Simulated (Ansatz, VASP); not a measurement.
GaSb3: VASP beside Ansatz

Contents of POSCAR:

```
GaSb3
1.0
    0.0000000000      3.7305950000      3.7305950000
    3.7305950000      0.0000000000      3.7305950000
    3.7305950000      3.7305950000      0.0000000000
Sb Ga
3 1
Direct
    0.5000000000      0.5000000000      0.5000000000
    0.7500000000      0.7500000000      0.7500000000
    0.2500000000      0.2500000000      0.2500000000
    0.0000000000      0.0000000000      0.0000000000
```

Contents of INCAR.step1:

```
ALGO     = Normal         # electronic algorithm
EDIFF    = 1E-5           # SCF threshold, eV
ENCUT    = 520            # plane-wave cutoff, eV
GGA      = PE             # functional
ISIF     = 2              # what is computed and relaxed
ISMEAR   = -1             # smearing method
LASPH    = T              # aspherical terms in the spheres
LCHARG   = F              # write CHGCAR
LREAL    = F              # projectors in reciprocal space
LWAVE    = T              # write WAVECAR
NBANDS   = 22             # bands
NELM     = 100            # most SCF steps
PREC     = Accurate       # precision mode
SIGMA    = 0.05           # smearing width, eV
```

File INCAR.step2:

```
AEXX     = 0.25           # exact-exchange fraction
ALGO     = Normal         # electronic algorithm
EDIFF    = 1E-6           # SCF threshold, eV
ENCUT    = 520            # plane-wave cutoff, eV
GGA      = PE             # functional
HFSCREEN = 0.2078699      # screening, 1/A
ISIF     = 2              # what is computed and relaxed
ISMEAR   = -1             # smearing method
ISTART   = 1            
LASPH    = T              # aspherical terms in the spheres
LCHARG   = F              # write CHGCAR
LHFCALC  = T              # exact exchange
LREAL    = F              # projectors in reciprocal space
LWAVE    = F              # write WAVECAR
NBANDS   = 22             # bands
NELM     = 100            # most SCF steps
PREC     = Accurate       # precision mode
PRECFOCK = Normal       
SIGMA    = 0.05           # smearing width, eV
```

KPOINTS

```
k-points
0
Gamma
  4 4 4
```

Contents of input.yaml:

```yaml
crystal:
  lattice:
    - [0.0, 3.730595, 3.730595]
    - [3.730595, 0.0, 3.730595]
    - [3.730595, 3.730595, 0.0]
  atoms:
    - { symbol: Sb, position: [0.5, 0.5, 0.5] }
    - { symbol: Sb, position: [0.75, 0.75, 0.75] }
    - { symbol: Sb, position: [0.25, 0.25, 0.25] }
    - { symbol: Ga, position: [0.0, 0.0, 0.0] }
hamiltonian:
  xc:
    exchange: pbe
    correlation: pbe
    exx: { coeff: 0.25, omega: 0.2078699 }
  pseudopotentials: { kind: paw }
kpoints:
  mp_grid: { grid: [4, 4, 4] }
scf:
  occupations: { method: fermi_dirac, width: 0.05 }
output:
  forces: true
  stress: true
  eigenvalues: true
  write_density: true
  write_potential: true
  elf: true
  volumetric_format: npy
```

Alike in both runs: task single point; functional PBE-based screened hybrid with a share of 0.25 of exact exchange and HFSCREEN = 0.2078699; k mesh 4 × 4 × 4; occupations fermi-dirac, width 0.05 eV; no spin polarisation.

|  | VASP | Ansatz |
| --- | --- | --- |
| version | VASP 6.6.1 | Ansatz 0.2.0 |
| potentials or method | VASP PAW PBE potentials, release 64 (Sb, Ga_d) | Ansatz PAW |
| plane-wave cutoff (eV) | 520 | 420 |
| valence electrons in the cell | 28 | 58 |

|  | VASP | Ansatz | Ansatz less VASP |
| --- | --- | --- | --- |
| gap on the k mesh at the Fermi level (eV) | none | none | - |
| pressure (GPa) | -5.3 | -4.6 | +0.69 |

VASP's potentials were made for PBE, not for PBE-based screened hybrid. A gap of «none» marks a metal or a gap that the smearing closes. VASP's potentials hold 28 valence electrons a cell and Ansatz's 58, so a difference there can come from the potentials and not from the codes.

The k mesh is coarse, so the values compare programs but aren't converged. Neither program's run includes spin-orbit coupling.
